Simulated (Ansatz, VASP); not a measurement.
# ZrS in VASP and in Ansatz

The input INCAR:

```
SYSTEM = ZrS
  PREC = Accurate
  ENCUT = 520
  EDIFF = 1E-6
  ISMEAR = 0
  SIGMA = 0.1
  LREAL = .FALSE.
  LASPH = .TRUE.
  NELM = 80
  ALGO = Normal
  ISIF = 2
  LWAVE = .FALSE.
  LCHARG = .FALSE.
  GGA = PS
  NBANDS = 16
```

KPOINTS

```
Automatic mesh
0
G
  18 18 18
  0 0 0
```

POSCAR

```
ZrS
1.0
    0.0000000000      2.6250000000      2.6250000000
    2.6250000000      0.0000000000      2.6250000000
    2.6250000000      2.6250000000      0.0000000000
Zr S
1 1
Direct
    0.0000000000      0.0000000000      0.0000000000
    0.5000000000      0.5000000000      0.5000000000
```

Input for Ansatz:

```yaml
crystal:
  lattice:
    - [0.0, 2.625, 2.625]
    - [2.625, 0.0, 2.625]
    - [2.625, 2.625, 0.0]
  atoms:
    - { symbol: Zr, position: [0.0, 0.0, 0.0] }
    - { symbol: S, position: [0.5, 0.5, 0.5] }
basis:
  ecutwfc: 420
kpoints:
  mp_grid: { grid: [18, 18, 18] }
hamiltonian:
  xc: pbesol
scf:
  occupations: { method: gaussian, width: 0.1 }
output:
  forces: true
  stress: true
  eigenvalues: true
```

Alike in both runs: task single point; functional PBEsol; k mesh 18 × 18 × 18; occupations gaussian, width 0.1 eV; no spin polarisation.

|  | VASP | Ansatz |
| --- | --- | --- |
| version | VASP 6.6.1 | Ansatz 0.2.0 |
| potentials or method | VASP PAW PBE potentials, release 64 (Zr_sv, S), cutoff 520 eV | scalar-relativistic, plane waves, PAW |
| valence electrons in the cell | 18 | 18 |

Ansatz gave:

| Item | Value |
| --- | --- |
| gap on the k mesh at the Fermi level (eV) | none |
| pressure (GPa) | -6.5 |

Task: What did VASP give for the same quantities?

Result: gap on the k mesh at the Fermi level (eV): none; pressure (GPa): -6.3.

VASP's potentials were made for PBE, not for PBEsol. A gap of «none» marks a metal or a gap that the smearing closes.
